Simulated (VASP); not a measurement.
A run of VASP 6.6.1 is set up as follows.

The input INCAR:

```
PREC = Accurate
ENCUT = 600
EDIFF = 1E-6
ISMEAR = 0
SIGMA = 0.1
LREAL = False
LASPH = True
NELM = 60
ALGO = Normal
ISIF = 3
LWAVE = False
LCHARG = False
GGA = PE
IBRION = 2
NSW = 100
EDIFFG = -0.01
```

The input KPOINTS:

```
regular mesh
0
Gamma
  22 22 22
```

The input POSCAR:

```
PtC
1.0
    0.0000000000      2.2355506395      2.2355506395
    2.2355506395      0.0000000000      2.2355506395
    2.2355506395      2.2355506395      0.0000000000
Pt C
1 1
Direct
    0.0000000000      0.0000000000      0.0000000000
    0.5000000000      0.5000000000      0.5000000000
```

Potentials or basis: VASP PAW PBE potentials, release 64 (Pt, C).

Run with:

```sh
$ cat potpaw_PBE.64/Pt/POTCAR potpaw_PBE.64/C/POTCAR > POTCAR
$ mpirun -np 1 vasp_std > vasp.out
```

(1) Predict the band gap on the k mesh.

(2) Estimate the space group after relaxing (to 0.1 Å).

(3) Estimate the relaxed volume.

(4) What does it give for the relaxed cell?

## Answers

(1) zero (bands 7 and 8 overlap by 2.03 eV).

(2) Fm-3m (No. 225).

(3) 11.13 Å³/atom.

(4) a = 3.158 Å, b = 3.158 Å, c = 3.158 Å, α = 60.00°, β = 60.00°, γ = 60.00°.

Caveat: spin-orbit coupling is left out, which moves the levels of the heavy elements.
